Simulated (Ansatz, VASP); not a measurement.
# Sn in VASP and in Ansatz

Contents of INCAR:

```
SYSTEM = Sn
  PREC = Accurate
  ENCUT = 520
  EDIFF = 1E-7
  ISMEAR = 0
  SIGMA = 0.014
  LREAL = .FALSE.
  LASPH = .TRUE.
  NELM = 60
  ALGO = Normal
  ISIF = 2
  LWAVE = .FALSE.
  LCHARG = .FALSE.
  GGA = PE
  NBANDS = 21
```

Contents of KPOINTS:

```
Automatic mesh
0
G
  9 9 9
  0 0 0
```

POSCAR

```
Sn
1.0
   -2.9401404553      2.9401404553      1.5993019889
    2.9401404553     -2.9401404553      1.5993019889
    2.9401404553      2.9401404553     -1.5993019889
Sn
2
Direct
    0.0000000000      0.0000000000      0.0000000000
    0.7500000000      0.2500000000      0.5000000000
```

Contents of input.yaml:

```yaml
crystal:
  lattice:
    - [-2.9401404553, 2.9401404553, 1.5993019889]
    - [2.9401404553, -2.9401404553, 1.5993019889]
    - [2.9401404553, 2.9401404553, -1.5993019889]
  atoms:
    - { symbol: Sn, position: [0.0, 0.0, 0.0] }
    - { symbol: Sn, position: [0.75, 0.25, 0.5] }
hamiltonian:
  xc: pbe
  pseudopotentials: { kind: paw }
kpoints:
  mp_grid: { grid: [9, 9, 9] }
scf:
  occupations: { method: gaussian, width: 0.014 }
output:
  forces: true
  stress: true
  eigenvalues: true
  write_density: true
  write_potential: true
  elf: true
  volumetric_format: npy
```

Alike in both runs: task single point; functional PBE; k mesh 9 × 9 × 9; occupations gaussian, width 0.014 eV; no spin polarisation.

|  | VASP | Ansatz |
| --- | --- | --- |
| version | VASP 6.6.1 | Ansatz 0.2.0 |
| potentials or method | VASP PAW PBE potentials, release 64 (Sn_d) | Ansatz PAW |
| plane-wave cutoff (eV) | 520 | 420 |
| valence electrons in the cell | 28 | 28 |

|  | VASP | Ansatz | Ansatz less VASP |
| --- | --- | --- | --- |
| gap on the k mesh at the Fermi level (eV) | none | none | - |
| pressure (GPa) | 1.3 | 1.4 | +0.07 |
| traceless stress, the component that is largest in VASP (GPa) | -0.26 | -0.26 | +0.002 |

A gap of «none» marks a metal or a gap that the smearing closes.
